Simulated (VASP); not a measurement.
Here is a VASP 6.6.1 calculation.

INCAR

```
SYSTEM = PtS2
  ALGO = Normal
  DIPOL = 0.5 0.5 0.376
  EDIFF = 1E-7
  ENCUT = 520
  GGA = PE
  IDIPOL = 3
  ISIF = 2
  ISMEAR = 0
  IVDW = 12
  LASPH = .True.
  LCHARG = .True.
  LDIPOL = .True.
  LELF = .True.
  LREAL = .False.
  LVACPOTAV = .True.
  LVHAR = .True.
  LWAVE = .False.
  NBANDS = 31
  NELM = 60
  PREC = Accurate
  SIGMA = 0.05
```

KPOINTS

```
k-points
0
Gamma
  9 9 1
  0 0 0
```

File POSCAR:

```
PtS2
1.0
    3.5415278079      0.0000000000      0.0000000000
   -1.7707639039      3.0670530498      0.0000000000
    0.0000000000      0.0000000000     22.4670615492
S Pt
4 2
Direct
    0.6666666667      0.3333333333      0.2002932155
    0.3333333333      0.6666666667      0.3108341854
    0.8333333333      0.6666666667      0.4416924195
    0.5000000000      1.0000000000      0.5522333894
    0.0000000000      0.0000000000      0.2555637004
    0.1666666667      0.3333333333      0.4969629044
```

Potentials or basis: VASP PAW PBE potentials, release 64 (S, Pt).

Launch:

```sh
$ cat potpaw_PBE.64/S/POTCAR potpaw_PBE.64/Pt/POTCAR > POTCAR
$ mpirun -np 1 vasp_std > vasp.out
```

Predict the dispersion energy per atom.

-0.331 eV.

What does it give for the largest force?

0.117 eV/Å.

Estimate the band gap on the k mesh.

1.17 eV (least direct gap 1.30 eV).

Forces in eV/Å, atoms in the order of the input:
```
S    0.000  0.016  0.023
S    0.000  0.046 -0.096
S    0.000 -0.046  0.096
S    0.000 -0.016 -0.023
Pt   0.000 -0.041  0.109
Pt   0.000  0.041 -0.109
```

Caveat: spin-orbit coupling is left out, which moves the levels of the heavy elements.
